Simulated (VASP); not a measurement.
# KCl (I4/mmm) in VASP: notebook

Runs on KCl. Level: PBE. Tasks: single point.

Program: VASP 6.6.1. These are calculated values, not measurements. Logs are shortened: lines on timing, memory, paths and dates and some standing lists are left out, and cuts for length are marked.

### Step 1. The cell of the first run

Symmetry: I4/mmm, No. 139, tetragonal system. Conventional cell: a = 4.597 Å, b = 4.597 Å, c = 6.312 Å, α = 90.00°, β = 90.00°, γ = 90.00°. Within 4.2 Å of K (site symmetry 4/mmm) lie 6 Cl at 3.16 to 3.25 Å. Cl (site symmetry 4/mmm) has 6 K at 3.16 to 3.25 Å within 4.2 Å.

### Step 2. Single point, PBE (equal xx and yy strain of +3 %)

Input file INCAR:

```
SYSTEM = KCl
PREC = Accurate
ENCUT = 520
EDIFF = 1E-6
ISMEAR = -1
SIGMA = 0.03
LREAL = .False.
LASPH = .True.
NELM = 100
ALGO = Normal
ISIF = 2
LWAVE = .False.
LCHARG = .False.
GGA = PE
NBANDS = 15
```

Input file KPOINTS:

```
regular mesh
0
Gamma
  7 7 7
  0 0 0
```

Input file POSCAR:

```
KCl
1.0
    0.0000000000      3.2507830000      3.1561000000
    3.2507830000      0.0000000000      3.1561000000
    3.2507830000      3.2507830000      0.0000000000
K Cl
1 1
Direct
    0.0000000000      0.0000000000      0.0000000000
    0.5000000000      0.5000000000      0.5000000000
```

Potentials or basis: VASP PAW PBE potentials, release 64 (K_sv, Cl).

Run with:

```sh
$ cat potpaw_PBE.64/K_sv/POTCAR potpaw_PBE.64/Cl/POTCAR > POTCAR
$ mpirun -np 1 vasp_std > vasp.out
```

OUTCAR:

```text
SYSTEM = KCl
   PREC = Accurate
   ENCUT = 520
   EDIFF = 1E-6
   ISMEAR = -1
   LREAL = .False.
   LASPH = .True.
   NELM = 100
   ISIF = 2
   GGA = PE

 ion  position               nearest neighbor table
   1  0.000  0.000  0.000-   2 3.16   2 3.16
   2  0.500  0.500  0.500-   1 3.16   1 3.16

  LATTYP: Found a body centered tetragonal cell.
 ALAT       =     4.5973014069
 C/A-ratio  =     1.3730228761

  Lattice vectors:

 A1 = (   0.0000000000,  -3.2507830000,  -3.1561000000)
 A2 = (   0.0000000000,   3.2507830000,  -3.1561000000)
 A3 = (   3.2507830000,   0.0000000000,   3.1561000000)

Analysis of symmetry for initial positions (statically):
=====================================================================
 Subroutine PRICEL returns:
 Original cell was already a primitive cell.

 Routine SETGRP: Setting up the symmetry group for a
 body centered tetragonal supercell.

 Subroutine GETGRP returns: Found 16 space group operations
 (whereof 16 operations were pure point group operations)
 out of a pool of 16 trial point group operations.

The static configuration has the point symmetry D_4h.

Analysis of symmetry for dynamics (positions and initial velocities):
=====================================================================
 Subroutine PRICEL returns:
 Original cell was already a primitive cell.

 Routine SETGRP: Setting up the symmetry group for a
 body centered tetragonal supercell.

 Subroutine GETGRP returns: Found 16 space group operations
 (whereof 16 operations were pure point group operations)
 out of a pool of 16 trial point group operations.

The dynamic configuration has the point symmetry D_4h.

 Subroutine INISYM returns: Found 16 space group operations
 (whereof 16 operations are pure point group operations),
 and found     1 'primitive' translations

----------------------------------------------------------------------------------------

                                     Primitive cell

  volume of cell :      66.7047

  direct lattice vectors                    reciprocal lattice vectors
     0.000000000  3.250783000  3.156100000    -0.153809098  0.153809098  0.158423371
     3.250783000  0.000000000  3.156100000     0.153809098 -0.153809098  0.158423371
     3.250783000  3.250783000  0.000000000     0.153809098  0.153809098 -0.158423371

  length of vectors
     4.530845100  4.530845100  4.597301407     0.269095599  0.269095599  0.269095599

  position of ions in fractional coordinates (direct lattice)
     0.000000000  0.000000000  0.000000000
     0.500000000  0.500000000  0.500000000

  ion indices of the primitive-cell ions
   primitive index   ion index
                 1           1
                 2           2

----------------------------------------------------------------------------------------

 KPOINTS: regular mesh

Automatic generation of k-mesh.
 Grid dimensions read from file:
 generate k-points for:    7    7    7

 Generating k-lattice:

  Cartesian coordinates                     Fractional coordinates (reciprocal lattice)
    -0.021972728  0.021972728  0.022631910     0.142857143 -0.000000000  0.000000000
     0.021972728 -0.021972728  0.022631910    -0.000000000  0.142857143  0.000000000
     0.021972728  0.021972728 -0.022631910     0.000000000  0.000000000  0.142857143

  Length of vectors
     0.038442228  0.038442228  0.038442228

  Shift w.r.t. Gamma in fractional coordinates (k-lattice)
     0.000000000  0.000000000  0.000000000

 Subroutine IBZKPT returns following result:
 ===========================================

 Found     40 irreducible k-points:

 Following reciprocal coordinates:
            Coordinates               Weight
  0.000000  0.000000  0.000000      1.000000
  0.142857  0.000000  0.000000      8.000000
  0.285714  0.000000  0.000000      8.000000
  0.428571  0.000000  0.000000      8.000000
  0.142857  0.142857  0.000000      2.000000
  0.285714  0.142857  0.000000      8.000000
[... 16 lines left out ...]
  0.428571  0.285714  0.142857      8.000000
 -0.428571  0.285714  0.142857     16.000000
 [... further k-points ...]
   k-points           NKPTS =     40   k-points in BZ     NKDIM =     40   number of bands    NBANDS=     15
   number of dos      NEDOS =    301   number of ions     NIONS =      2
   total plane-waves  NPLWV =  46656
   dimension x,y,z NGX =    36 NGY =   36 NGZ =   36
   dimension x,y,z NGXF=    72 NGYF=   72 NGZF=   72
   ions per type =               1   1
   NGX,Y,Z   is equivalent  to a cutoff of  13.21, 13.21, 13.02 a.u.
   NGXF,Y,Z  is equivalent  to a cutoff of  26.42, 26.42, 26.04 a.u.
 SYSTEM =  KCl
   PREC   = accura    normal or accurate (medium, high low for compatibility)
   ISTART =      0    job   : 0-new  1-cont  2-samecut
   ICHARG =      2    charge: 1-file 2-atom 10-const
   ISPIN  =      1    spin polarized calculation?
   LNONCOLLINEAR =      F non collinear calculations
   LSORBIT =      F    spin-orbit coupling
   LASPH  =      T    aspherical Exc in radial PAW
   ENCUT  =  520.0 eV  38.22 Ry    6.18 a.u.   8.42  8.42  8.55*2*pi/ulx,y,z
   NELM   =    100;   NELMIN=  2; NELMDL= -5     # of ELM steps
   EDIFF  = 0.1E-05   stopping-criterion for ELM
   LREAL  =      F    real-space projection
   EDIFFG = 0.1E-04   stopping-criterion for IOM
   NSW    =      0    number of steps for IOM
   IBRION =     -1    ionic relax: 0-MD 1-quasi-New 2-CG
   NFREE  =      0    steps in history (QN), initial steepest desc. (CG)
   ISIF   =      2    stress and relaxation
   ISYM   =      2    0-nonsym 1-usesym 2-fastsym
   POTIM  = 0.5000    time-step for ionic-motion
   TEBEG  =    0.0;   TEEND  =   0.0 temperature during run
   PSTRESS=    0.0 pullay stress
   NELECT =      16.0000    total number of electrons
   NUPDOWN=      -1.0000    fix difference up-down
   EMIN   =  10.00;   EMAX   =-10.00  energy-range for DOS
   EFERMI =   0.00;   METHOD = LEGACY
   ISMEAR =    -1;   SIGMA  =   0.03  broadening in eV -4-tet -1-fermi 0-gaus
   EFERMI_NEDOS =   21; number of points for ismear=-14 and -15
   IALGO  =     38    algorithm
   IMIX   =      4    mixing-type and parameters
     AMIX     =   0.40;   BMIX     =  1.00
     AMIX_MAG =   1.60;   BMIX_MAG =  1.00
  volume/ion in A,a.u.               =      33.35       225.07
  Fermi-wavevector in a.u.,A,eV,Ry     =   1.017176  1.922183 14.077215  1.034646
  Thomas-Fermi vector in A             =   2.150561
   LORBIT       =      0    0 simple, 1 ext, 2 COOP (PROOUT), +10 PAW based schemes
   GGA     = PE    functional components
   LHFCALC =     F    Hartree Fock is set to
   AEXX    =    0.0000 exact exchange contribution
   IVDW    =     0    specifies the selected vdW correction
   LEPSILON=     F    determine dielectric tensor
   LRPA    =     F    only Hartree local field effects (RPA)
 non-spin polarized calculation
  energy-cutoff  :      520.00
  volume of cell :       66.70
 maximum number of plane-waves:      1822
 NGX is ok and might be reduce to    36
   NGX = 17   NGY = 17   NGZ = 17

 number of electron      16.0000000 magnetization

 Free energy of the ion-electron system (eV)
  ---------------------------------------------------
  ext. energy  EPLUGINS =         0.00000000
  ---------------------------------------------------
  free energy    TOTEN  =        -6.80605429 eV

  energy without entropy =       -6.80605429  energy(sigma->0) =       -6.80605429

 E-fermi :  -1.4225     XC(G=0):  -7.2633

 val. band max:       -2.0918406818   @ k =   0.0000   0.0000   0.0000
 cond. band min:       2.8582874754   @ k =   0.0000   0.0000   0.0000
 fundamental gap:      4.9501281572
 Fermi energy:        -1.4224805319

 k-point     1 :       0.0000    0.0000    0.0000
  band No.  band energies     occupation
      1     -29.4674      2.00000
      2     -14.1462      2.00000
      3     -12.9286      2.00000
      4     -12.9286      2.00000
      5     -12.9244      2.00000
      6      -2.1031      2.00000
      7      -2.1031      2.00000
      8      -2.0918      2.00000
      9       2.8583      0.00000
     10       6.1783      0.00000
     11       6.1783      0.00000
     12       6.3519      0.00000
     13       7.0051      0.00000
     14       7.1479      0.00000
     15      10.6380      0.00000

 k-point     2 :       0.1429    0.0000    0.0000
  band No.  band energies     occupation
      1     -29.4660      2.00000
      2     -14.1816      2.00000
      3     -12.9307      2.00000
      4     -12.9274      2.00000
      5     -12.8825      2.00000
      6      -2.3138      2.00000
      7      -2.1569      2.00000
      8      -2.1513      2.00000
      9       3.3076      0.00000
     10       6.0788      0.00000
     11       6.4199      0.00000
     12       6.5336      0.00000
     13       7.2461      0.00000
     14       7.4005      0.00000
     15      11.3063      0.00000

 k-point     3 :       0.2857    0.0000    0.0000
  band No.  band energies     occupation
      1     -29.4629      2.00000
      2     -14.2536      2.00000
      3     -12.9355      2.00000
      4     -12.9294      2.00000
      5     -12.7909      2.00000
      6      -2.7232      2.00000
      7      -2.2729      2.00000
      8      -2.2712      2.00000
      9       4.3243      0.00000
     10       5.9820      0.00000
     11       7.0916      0.00000
     12       7.1762      0.00000
     13       7.8907      0.00000
     14       8.0776      0.00000
     15      10.7077      0.00000

 k-point     4 :       0.4286    0.0000    0.0000
  band No.  band energies     occupation
      1     -29.4604      2.00000
      2     -14.3056      2.00000
      3     -12.9394      2.00000
      4     -12.9311      2.00000
      5     -12.7229      2.00000
      6      -3.0036      2.00000
      7      -2.3629      2.00000
      8      -2.3615      2.00000
      9       5.1682      0.00000
     10       6.1606      0.00000
     11       7.9695      0.00000
     12       8.0261      0.00000
     13       8.6730      0.00000
     14       8.9060      0.00000
     15       9.6714      0.00000
[... 307 lines left out ...]
 k-point    22 :      -0.1429    0.0000    0.1429
  band No.  band energies     occupation
      1     -29.4640      2.00000
      2     -14.2239      2.00000
      3     -12.9448      2.00000
      4     -12.9269      2.00000
      5     -12.8211      2.00000
      6      -2.5653      2.00000
      7      -2.2426      2.00000
      8      -2.2112      2.00000
      9       3.9142      0.00000
     10       5.8704      0.00000
     11       6.7329      0.00000
     12       7.0838      0.00000
     13       7.4809      0.00000
     14       7.9397      0.00000
     15      11.2270      0.00000

 k-point    23 :       0.4286    0.2857    0.1429
  band No.  band energies     occupation
      1     -29.4605      2.00000
      2     -14.2314      2.00000
      3     -12.9664      2.00000
      4     -12.9413      2.00000
      5     -12.8010      2.00000
      6      -2.7865      2.00000
      7      -2.3329      2.00000
      8      -2.3320      2.00000
      9       4.9438      0.00000
     10       5.3839      0.00000
     11       7.7733      0.00000
     12       7.8447      0.00000
     13       8.1034      0.00000
     14       8.5646      0.00000
     15       9.7522      0.00000

 k-point    24 :      -0.4286    0.2857    0.1429
  band No.  band energies     occupation
      1     -29.4587      2.00000
      2     -14.2182      2.00000
      3     -12.9781      2.00000
      4     -12.9514      2.00000
      5     -12.8118      2.00000
      6      -2.8093      2.00000
      7      -2.4562      2.00000
      8      -2.3846      2.00000
      9       5.5317      0.00000
     10       5.8561      0.00000
     11       7.4932      0.00000
     12       8.0354      0.00000
     13       8.5743      0.00000
     14       8.9669      0.00000
     15       9.5182      0.00000

 [... further k-points ...]

------------------------ aborting loop because EDIFF is reached ----------------------------------------

  FORCE on cell =-STRESS in cart. coord.  units (eV):
  Direction    XX          YY          ZZ          XY          YZ          ZX
  --------------------------------------------------------------------------------------
  -------------------------------------------------------------------------------------
  Total       -0.2606589     -0.2606589      0.0818612      0.0000000      0.0000000     -0.0000000
  in kB       -6.2607505     -6.2607505      1.9662185      0.0000000      0.0000000     -0.0000000
  external PRESSURE =      -3.5184275 kB  Pullay stress =       0.0000000 kB

 VOLUME and BASIS-vectors are now :
 -----------------------------------------------------------------------------
  energy-cutoff  :      520.00
  volume of cell :       66.70
      direct lattice vectors                 reciprocal lattice vectors
     0.000000000  3.250783000  3.156100000    -0.153809098  0.153809098  0.158423371
     3.250783000  0.000000000  3.156100000     0.153809098 -0.153809098  0.158423371
     3.250783000  3.250783000  0.000000000     0.153809098  0.153809098 -0.158423371

 POSITION                                       TOTAL-FORCE (eV/Angst)
 -----------------------------------------------------------------------------------
      0.00000      0.00000      0.00000         0.000000     -0.000000     -0.000000
      3.25078      3.25078      3.15610        -0.000000      0.000000      0.000000
 -----------------------------------------------------------------------------------
    total drift:                                0.000000      0.000000      0.000000

  FREE ENERGIE OF THE ION-ELECTRON SYSTEM (eV)
  ---------------------------------------------------
  free  energy   TOTEN  =        -6.8060542877 eV

  energy  without entropy=       -6.8060542877  energy(sigma->0) =       -6.80605429
```

It took 41 s on 1 thread of AMD EPYC 7R43 (Zen 3), shared host; peak memory 0.18 GiB.

Results:

```
Free energy            : -6.8061 eV
Pressure               : -0.4 GPa
Band gap on the k mesh : 4.95 eV, direct
```

Stress tensor (GPa, compression positive):
```
-0.63  0.00  0.00
 0.00 -0.63  0.00
 0.00  0.00  0.20
```

Caveat: the cell differs from its parent crystal (equal xx and yy strain of +3 %). A k mesh can miss the band edges.

### Step 3. Single point, PBE (zz strain of -3 %)

Input file INCAR:

```
SYSTEM = KCl
PREC     = Accurate       ! precision mode
ENCUT    = 520            ! plane-wave cutoff, eV
EDIFF    = 1E-6           ! SCF threshold, eV
ISMEAR   = -1             ! smearing method
SIGMA    = 0.03           ! smearing width, eV
LREAL    = .False.        ! projectors in reciprocal space
LASPH    = .True.         ! aspherical terms in the spheres
NELM     = 80             ! most SCF steps
ALGO     = Normal         ! electronic algorithm
ISIF     = 2              ! what is computed and relaxed
LWAVE    = .False.        ! write WAVECAR
LCHARG   = .False.        ! write CHGCAR
GGA      = PE             ! functional
NBANDS   = 15             ! bands
```

KPOINTS is that of step 2.

Input file POSCAR:

```
KCl
1.0
    0.0000000000      3.1561000000      3.0614170000
    3.1561000000      0.0000000000      3.0614170000
    3.1561000000      3.1561000000      0.0000000000
K Cl
1 1
Direct
    0.0000000000      0.0000000000      0.0000000000
    0.5000000000      0.5000000000      0.5000000000
```

Potentials or basis: VASP PAW PBE potentials, release 64 (K_sv, Cl).

Run with:

```sh
$ cat potpaw_PBE.64/K_sv/POTCAR potpaw_PBE.64/Cl/POTCAR > POTCAR
$ mpirun -np 1 vasp_std > vasp.out
```

Run time: 22 s. Hardware: 1 thread of Intel Xeon 6975P-C (Granite Rapids), shared host; peak memory 0.21 GiB.

It converged, with:

| Property | Result |
| --- | --- |
| Free energy | -6.7901 eV |
| Pressure | 1.3 GPa |
| Band gap on the k mesh | 5.24 eV, direct |

Stress tensor (GPa, compression positive):
```
0.83 0.00 0.00
0.00 0.83 0.00
0.00 0.00 2.21
```

Levels at points of the mesh, in eV from the valence-band top:
| k point | band 4 | band 5 | band 6 | band 7 | band 8 | band 9 | band 10 | band 11 | band 12 | band 13 |
| --- | --- | --- | --- | --- | --- | --- | --- | --- | --- | --- |
| (0.00, 0.00, 0.00) | -10.62 | -10.62 | -0.03 | -0.03 | 0.00 | 5.24 | 8.31 | 8.31 | 8.51 | 9.19 |

Caveat: the cell differs from its parent crystal (zz strain of -3 %). A k mesh can miss the band edges.
